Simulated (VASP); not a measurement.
# GaSb (F-43m) in VASP: a series of runs

GaSb is run at these levels: PBE-based screened hybrid with 25 % exact exchange; tasks: single point.

Everything below comes from runs of VASP 6.6.1. Logs are shortened: lines on timing, memory, paths and dates and some standing lists are left out, and cuts for length are marked.

## (1) The cell of the first run

Symmetry: F-43m, No. 216, cubic system. The conventional cell has a = 6.118 Å, b = 6.118 Å, c = 6.118 Å, α = 90.00°, β = 90.00°, γ = 90.00°. Sb (site symmetry -43m) has 4 Ga at 2.65 Å within 3.5 Å. Within 3.5 Å of Ga (site symmetry -43m) lie 4 Sb at 2.65 Å.

## (2) Single point, PBE-based screened hybrid with 25 % exact exchange

POSCAR

```
GaSb
1.0
    0.0000000000      3.0590000000      3.0590000000
    3.0590000000      0.0000000000      3.0590000000
    3.0590000000      3.0590000000      0.0000000000
Sb Ga
1 1
Direct
    0.7500000000      0.7500000000      0.7500000000
    0.0000000000      0.0000000000      0.0000000000
```

INCAR.step1

```
SYSTEM = GaSb
PREC     = Accurate       ! precision mode
ENCUT    = 520            ! plane-wave cutoff, eV
EDIFF    = 1E-5           ! SCF threshold, eV
ISMEAR   = -1             ! smearing method
SIGMA    = 0.05           ! smearing width, eV
LREAL    = .FALSE.        ! projectors in reciprocal space
LASPH    = .TRUE.         ! aspherical terms in the spheres
NELM     = 60             ! most SCF steps
ALGO     = Normal         ! electronic algorithm
ISIF     = 2              ! what is computed and relaxed
LWAVE    = .TRUE.         ! write WAVECAR
NBANDS   = 16             ! bands
GGA      = PE             ! functional
```

INCAR.step2

```
SYSTEM = GaSb
PREC     = Accurate       ! precision mode
ENCUT    = 520            ! plane-wave cutoff, eV
EDIFF    = 1E-6           ! SCF threshold, eV
ISMEAR   = -1             ! smearing method
SIGMA    = 0.05           ! smearing width, eV
LREAL    = .FALSE.        ! projectors in reciprocal space
LASPH    = .TRUE.         ! aspherical terms in the spheres
NELM     = 60             ! most SCF steps
ALGO     = Normal         ! electronic algorithm
ISIF     = 2              ! what is computed and relaxed
LWAVE    = .FALSE.        ! write WAVECAR
LCHARG   = .TRUE.         ! write CHGCAR
GGA      = PE             ! functional
LHFCALC  = .TRUE.         ! exact exchange
AEXX     = 0.25           ! exact-exchange fraction
HFSCREEN = 0.3            ! screening, 1/A
PRECFOCK = Normal       
LELF     = .TRUE.         ! ELF
LVHAR    = .TRUE.       
NBANDS   = 16             ! bands
ISTART   = 1
```

KPOINTS

```
regular mesh
0
G
  4 4 4
  0 0 0
```

Potentials or basis: VASP PAW PBE potentials, release 64 (Sb, Ga_d).

Command:

```console
cat potpaw_PBE.64/Sb/POTCAR potpaw_PBE.64/Ga_d/POTCAR > POTCAR
cp INCAR.step1 INCAR
mpirun -np 1 vasp_std > vasp.out
cp INCAR.step2 INCAR
mpirun -np 1 vasp_std > vasp.out
```

OUTCAR:

```text
SYSTEM = GaSb
   PREC = Accurate
   ENCUT = 520
   EDIFF = 1E-6
   ISMEAR = -1
   LREAL = .FALSE.
   LASPH = .TRUE.
   NELM = 60
   ISIF = 2
   GGA = PE
   LHFCALC = .TRUE.
   AEXX = 0.25
   HFSCREEN = 0.3
   PRECFOCK = Normal
   ISTART = 1

 ion  position               nearest neighbor table
   1  0.750  0.750  0.750-   2 2.65   2 2.65   2 2.65   2 2.65
   2  0.000  0.000  0.000-   1 2.65   1 2.65   1 2.65   1 2.65

  LATTYP: Found a face centered cubic cell.
 ALAT       =     6.1180000000

  Lattice vectors:

 A1 = (   0.0000000000,   3.0590000000,   3.0590000000)
 A2 = (   3.0590000000,   0.0000000000,   3.0590000000)
 A3 = (   3.0590000000,   3.0590000000,   0.0000000000)

Analysis of symmetry for initial positions (statically):
=====================================================================
 Subroutine PRICEL returns:
 Original cell was already a primitive cell.

 Routine SETGRP: Setting up the symmetry group for a
 face centered cubic supercell.

 Subroutine GETGRP returns: Found 24 space group operations
 (whereof 24 operations were pure point group operations)
 out of a pool of 48 trial point group operations.

The static configuration has the point symmetry T_d .

Analysis of symmetry for dynamics (positions and initial velocities):
=====================================================================
 Subroutine PRICEL returns:
 Original cell was already a primitive cell.

 Routine SETGRP: Setting up the symmetry group for a
 face centered cubic supercell.

 Subroutine GETGRP returns: Found 24 space group operations
 (whereof 24 operations were pure point group operations)
 out of a pool of 48 trial point group operations.

The dynamic configuration has the point symmetry T_d .

 Subroutine INISYM returns: Found 24 space group operations
 (whereof 24 operations are pure point group operations),
 and found     1 'primitive' translations

----------------------------------------------------------------------------------------

                                     Primitive cell

  volume of cell :      57.2491

  direct lattice vectors                    reciprocal lattice vectors
     0.000000000  3.059000000  3.059000000    -0.163452109  0.163452109  0.163452109
     3.059000000  0.000000000  3.059000000     0.163452109 -0.163452109  0.163452109
     3.059000000  3.059000000  0.000000000     0.163452109  0.163452109 -0.163452109

  length of vectors
     4.326079287  4.326079287  4.326079287     0.283107357  0.283107357  0.283107357

  position of ions in fractional coordinates (direct lattice)
     0.750000000  0.750000000  0.750000000
     0.000000000  0.000000000  0.000000000

  ion indices of the primitive-cell ions
   primitive index   ion index
                 1           1
                 2           2

----------------------------------------------------------------------------------------

 KPOINTS: regular mesh

Automatic generation of k-mesh.
 Grid dimensions read from file:
 generate k-points for:    4    4    4

 Generating k-lattice:

  Cartesian coordinates                     Fractional coordinates (reciprocal lattice)
    -0.040863027  0.040863027  0.040863027     0.250000000  0.000000000  0.000000000
     0.040863027 -0.040863027  0.040863027     0.000000000  0.250000000  0.000000000
     0.040863027  0.040863027 -0.040863027     0.000000000  0.000000000  0.250000000

  Length of vectors
     0.070776839  0.070776839  0.070776839

  Shift w.r.t. Gamma in fractional coordinates (k-lattice)
     0.000000000  0.000000000  0.000000000

 Subroutine IBZKPT returns following result:
 ===========================================

 Found      8 irreducible k-points:

 Following reciprocal coordinates:
            Coordinates               Weight
  0.000000  0.000000  0.000000      1.000000
  0.250000  0.000000  0.000000      8.000000
  0.500000  0.000000  0.000000      4.000000
  0.250000  0.250000  0.000000      6.000000
  0.500000  0.250000  0.000000     24.000000
 -0.250000  0.250000  0.000000     12.000000
  0.500000  0.500000  0.000000      3.000000
 -0.250000  0.500000  0.250000      6.000000
   k-points           NKPTS =      8   k-points in BZ     NKDIM =     64   number of bands    NBANDS=     16
   number of dos      NEDOS =    301   number of ions     NIONS =      2
   total plane-waves  NPLWV =  32768
   dimension x,y,z NGX =    32 NGY =   32 NGZ =   32
   dimension x,y,z NGXF=    64 NGYF=   64 NGZF=   64
   ions per type =               1   1
   NGX,Y,Z   is equivalent  to a cutoff of  12.30, 12.30, 12.30 a.u.
   NGXF,Y,Z  is equivalent  to a cutoff of  24.59, 24.59, 24.59 a.u.
 SYSTEM =  GaSb
   PREC   = accura    normal or accurate (medium, high low for compatibility)
   ISTART =      1    job   : 0-new  1-cont  2-samecut
   ICHARG =      0    charge: 1-file 2-atom 10-const
   ISPIN  =      1    spin polarized calculation?
   LNONCOLLINEAR =      F non collinear calculations
   LSORBIT =      F    spin-orbit coupling
   LASPH  =      T    aspherical Exc in radial PAW
   ENCUT  =  520.0 eV  38.22 Ry    6.18 a.u.   8.04  8.04  8.04*2*pi/ulx,y,z
   NELM   =     60;   NELMIN=  2; NELMDL=  0     # of ELM steps
   EDIFF  = 0.1E-05   stopping-criterion for ELM
   LREAL  =      F    real-space projection
   EDIFFG = 0.1E-04   stopping-criterion for IOM
   NSW    =      0    number of steps for IOM
   IBRION =     -1    ionic relax: 0-MD 1-quasi-New 2-CG
   NFREE  =      0    steps in history (QN), initial steepest desc. (CG)
   ISIF   =      2    stress and relaxation
   ISYM   =      3    0-nonsym 1-usesym 2-fastsym
   POTIM  = 0.5000    time-step for ionic-motion
   TEBEG  =    0.0;   TEEND  =   0.0 temperature during run
   PSTRESS=    0.0 pullay stress
   NELECT =      18.0000    total number of electrons
   NUPDOWN=      -1.0000    fix difference up-down
   EMIN   =  10.00;   EMAX   =-10.00  energy-range for DOS
   EFERMI =   0.00;   METHOD = LEGACY
   ISMEAR =    -1;   SIGMA  =   0.05  broadening in eV -4-tet -1-fermi 0-gaus
   EFERMI_NEDOS =   21; number of points for ismear=-14 and -15
   IALGO  =     38    algorithm
   IMIX   =      1    mixing-type and parameters
     AMIX     =   0.40;   BMIX     =  1.00
     AMIX_MAG =   1.60;   BMIX_MAG =  1.00
  volume/ion in A,a.u.               =      28.62       193.17
  Fermi-wavevector in a.u.,A,eV,Ry     =   1.113208  2.103657 16.860766  1.239231
  Thomas-Fermi vector in A             =   2.249790
   LORBIT       =      0    0 simple, 1 ext, 2 COOP (PROOUT), +10 PAW based schemes
   GGA     = PE    functional components
   LHFCALC =     T    Hartree Fock is set to
   PRECFOCK=normal    Normal, Fast or Accurate (Low or Medium for compatibility)
   ENCUT4O =  -1.0   cutoff for four orbital integrals eV
   NKREDX  =     1    reduce k-point grid by
   NKREDY  =     1    reduce k-point grid by
   NKREDZ  =     1    reduce k-point grid by
   AEXX    =    0.2500 exact exchange contribution
   HFSCREEN=    0.3000 screening length (either q_TF or 0.3 A-1)
   HFSCREENC=   0.3000 screening length for correlation (either q_TF or 0.3 A-1)
   ENCUTFOCK=  -1.0 apply spherical cutoff to Coloumb kernel
   IVDW    =     0    specifies the selected vdW correction
   LEPSILON=     F    determine dielectric tensor
   LRPA    =     F    only Hartree local field effects (RPA)
 non-spin polarized calculation
  energy-cutoff  :      520.00
  volume of cell :       57.25
 maximum number of plane-waves:      1572
  NGX = 28; NGY = 28; NGZ = 28

 number of electron      17.9999986 magnetization

 Free energy of the ion-electron system (eV)
  ---------------------------------------------------
  ext. energy  EPLUGINS =         0.00000000
  ---------------------------------------------------
  free energy    TOTEN  =        -8.47952377 eV

  energy without entropy =       -8.47949298  energy(sigma->0) =       -8.47950837

 E-fermi :   4.9608     XC(G=0):  -7.6963

 val. band max:        4.5681393959   @ k =   0.0000   0.0000   0.0000
 cond. band min:       5.3013140819   @ k =   0.0000   0.0000   0.0000
 fundamental gap:      0.7331746860
 Fermi energy:         4.9607620381

 k-point     1 :       0.0000    0.0000    0.0000
  band No.  band energies     occupation
      1     -12.9901      2.00000
      2     -12.9901      2.00000
      3     -12.9901      2.00000
      4     -12.9388      2.00000
      5     -12.9388      2.00000
      6      -7.8419      2.00000
[... 8 lines left out ...]
     15      13.8206      0.00000
     16      13.8206      0.00000

 k-point     2 :       0.2500    0.0000    0.0000
  band No.  band energies     occupation
      1     -12.9989      2.00000
      2     -12.9847      2.00000
      3     -12.9847      2.00000
      4     -12.9392      2.00000
      5     -12.9392      2.00000
      6      -7.1671      2.00000
[... 8 lines left out ...]
     15      12.7918      0.00000
     16      12.7918      0.00000

 k-point     3 :       0.5000    0.0000    0.0000
  band No.  band energies     occupation
      1     -13.0078      2.00000
      2     -12.9801      2.00000
      3     -12.9801      2.00000
      4     -12.9388      2.00000
      5     -12.9388      2.00000
      6      -6.0537      2.00000
[... 8 lines left out ...]
     15      15.3193      0.00000
     16      15.3193      0.00000

 k-point     4 :       0.2500    0.2500    0.0000
  band No.  band energies     occupation
      1     -13.0073      2.00000
      2     -12.9791      2.00000
      3     -12.9791      2.00000
      4     -12.9432      2.00000
      5     -12.9369      2.00000
      6      -6.9253      2.00000
[... 8 lines left out ...]
     15      14.4989      0.00000
     16      14.6700      0.00000

 k-point     5 :       0.5000    0.2500    0.0000
  band No.  band energies     occupation
      1     -13.0144      2.00000
      2     -12.9750      2.00000
      3     -12.9737      2.00000
      4     -12.9437      2.00000
      5     -12.9373      2.00000
      6      -5.7191      2.00000
[... 8 lines left out ...]
     15      15.4527      0.00000
     16      15.8844      0.00000

 k-point     6 :      -0.2500    0.2500    0.0000
  band No.  band energies     occupation
      1     -13.0086      2.00000
      2     -12.9786      2.00000
      3     -12.9779      2.00000
      4     -12.9402      2.00000
      5     -12.9396      2.00000
      6      -6.1868      2.00000
[... 8 lines left out ...]
     15      13.9913      0.00000
     16      16.0309      0.00000

 k-point     7 :       0.5000    0.5000    0.0000
  band No.  band energies     occupation
      1     -13.0230      2.00000
      2     -12.9679      2.00000
      3     -12.9679      2.00000
      4     -12.9488      2.00000
      5     -12.9351      2.00000
      6      -5.1299      2.00000
[... 8 lines left out ...]
     15      16.4178      0.00000
     16      16.6328      0.00000

 k-point     8 :      -0.2500    0.5000    0.2500
  band No.  band energies     occupation
      1     -13.0169      2.00000
      2     -12.9748      2.00000
      3     -12.9690      2.00000
      4     -12.9441      2.00000
      5     -12.9383      2.00000
      6      -5.0830      2.00000
[... 8 lines left out ...]
     15      15.4835      0.00000
     16      16.8701      0.00000

------------------------ aborting loop because EDIFF is reached ----------------------------------------

  FORCE on cell =-STRESS in cart. coord.  units (eV):
  Direction    XX          YY          ZZ          XY          YZ          ZX
  --------------------------------------------------------------------------------------
  -------------------------------------------------------------------------------------
  Total        0.2226698      0.2226698      0.2226698     -0.0000000      0.0000000     -0.0000000
  in kB        6.2316548      6.2316548      6.2316548     -0.0000000      0.0000000     -0.0000000
  external PRESSURE =       6.2316548 kB  Pullay stress =       0.0000000 kB

 VOLUME and BASIS-vectors are now :
 -----------------------------------------------------------------------------
  energy-cutoff  :      520.00
  volume of cell :       57.25
      direct lattice vectors                 reciprocal lattice vectors
     0.000000000  3.059000000  3.059000000    -0.163452109  0.163452109  0.163452109
     3.059000000  0.000000000  3.059000000     0.163452109 -0.163452109  0.163452109
     3.059000000  3.059000000  0.000000000     0.163452109  0.163452109 -0.163452109

 POSITION                                       TOTAL-FORCE (eV/Angst)
 -----------------------------------------------------------------------------------
      4.58850      4.58850      4.58850         0.000000      0.000000      0.000000
      0.00000      0.00000      0.00000        -0.000000     -0.000000     -0.000000
 -----------------------------------------------------------------------------------
    total drift:                                0.000042      0.000067      0.000037

  FREE ENERGIE OF THE ION-ELECTRON SYSTEM (eV)
  ---------------------------------------------------
  free  energy   TOTEN  =        -8.4795237668 eV

  energy  without entropy=       -8.4794929784  energy(sigma->0) =       -8.47950837
```

It took 17 min on 1 thread of AMD EPYC 7R43 (Zen 3), shared host; peak memory 0.26 GiB.

What came out:

```yaml
Free_energy: -8.4795 eV
Pressure: 0.6 GPa
Band_gap_on_the_k_mesh: 0.73 eV
```

Levels at points of the mesh, in eV from the valence-band top:
| k point | band 7 | band 8 | band 9 | band 10 | band 11 | band 12 |
| --- | --- | --- | --- | --- | --- | --- |
| (0.00, 0.00, 0.00) | 0.00 | 0.00 | 0.00 | 0.73 | 3.32 | 3.32 |
| (0.50, 0.00, 0.00) | -6.78 | -1.22 | -1.22 | 0.94 | 4.31 | 4.31 |
| (0.50, 0.50, 0.00) | -7.27 | -2.74 | -2.74 | 1.36 | 1.69 | 9.68 |

Caveat: the k points lie up to 0.44 Å⁻¹ apart; the PAW data sets were made with another functional, which shifts forces and pressure a little; spin-orbit coupling is left out, which moves the levels of the heavy elements. A k mesh can miss the band edges.

(Continued in part 2 of 2.)
